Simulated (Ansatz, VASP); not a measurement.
## Ti: VASP beside Ansatz

File INCAR:

```
SYSTEM = Ti
ALGO = Normal ; EDIFF = 1E-6
ENCUT = 520 ; GGA = PE
ISIF = 2 ; ISMEAR = 0
LASPH = .TRUE. ; LCHARG = .TRUE.
LELF = .TRUE. ; LREAL = .FALSE.
LVHAR = .TRUE. ; LWAVE = .FALSE.
NBANDS = 12 ; NELM = 80
PREC = Accurate ; SIGMA = 0.15
```

KPOINTS

```
k-points
0
G
  20 20 20
  0 0 0
```

File POSCAR:

```
Ti
1.0
    0.0000000000      2.3382312094      1.5892957530
    2.3382312094      0.0000000000      1.5892957530
    2.3382312094      2.3382312094      0.0000000000
Ti
1
Direct
    0.0000000000      0.0000000000      0.0000000000
```

Input for Ansatz:

```yaml
crystal:
  lattice:
    - [0.0, 2.3382312094, 1.589295753]
    - [2.3382312094, 0.0, 1.589295753]
    - [2.3382312094, 2.3382312094, 0.0]
  atoms:
    - { symbol: Ti, position: [0.0, 0.0, 0.0] }
basis:
  ecutwfc: 520.0
kpoints:
  mp_grid: { grid: [20, 20, 20] }
hamiltonian:
  xc: pbe
  pseudopotentials: { kind: paw, azcp: { folder: soft_1 } }
scf:
  occupations: { method: gaussian, width: 0.15 }
output:
  forces: true
  stress: true
  eigenvalues: true
```

Alike in both runs: task single point; functional PBE; k mesh 20 × 20 × 20; occupations gaussian, width 0.15 eV; no spin polarisation.

```csv
,VASP,Ansatz
version,VASP 6.6.1,Ansatz 0.2.0
potentials or method,"VASP PAW PBE potentials, release 64 (Ti_sv), cutoff 520 eV","scalar-relativistic, plane waves, PAW"
valence electrons in the cell,12,12
```

Ansatz gave:

- gap on the k mesh at the Fermi level (eV): none
- pressure (GPa): -0.7
- traceless stress, the component that is largest in VASP (GPa): -0.79

Task: What did VASP give for the same quantities?

Result: gap on the k mesh at the Fermi level (eV): none; pressure (GPa): -0.9; traceless stress, the component that is largest in VASP (GPa): -0.79.

A gap of «none» marks a metal or a gap that the smearing closes. The functional is the same, so the differences come from potentials, cutoffs and numerics.
